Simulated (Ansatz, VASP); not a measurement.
GaP: VASP beside Ansatz

```
Ga P
1.0
     0.00000    2.71348    2.71348
     2.71348    0.00000    2.71348
     2.71348    2.71348    0.00000
Ga P
1 1
Direct
  0.00000 0.00000 0.00000
  0.75000 0.75000 0.75000
```

Alike in both runs: task single point; functional PBEsol; dispersion D3(BJ); k mesh 8 × 8 × 8; occupations gaussian, width 0.05 eV; no spin polarisation.

|  | VASP | Ansatz |
| --- | --- | --- |
| version | VASP 6.6.1 | Ansatz 0.2.0 |
| potentials or method | VASP PAW PBE potentials, release 64 (Ga_d, P), cutoff 520 eV | scalar-relativistic, plane waves, PAW |
| valence electrons in the cell | 18 | 18 |

```csv
,VASP,Ansatz,Ansatz less VASP
gap on the k mesh at the Fermi level (eV),1.49,1.49,-0.003
least direct gap on the mesh (eV),1.86,1.85,-0.007
pressure (GPa),-1.8,-1.7,+0.10
```

VASP's potentials were made for PBE, not for PBEsol.
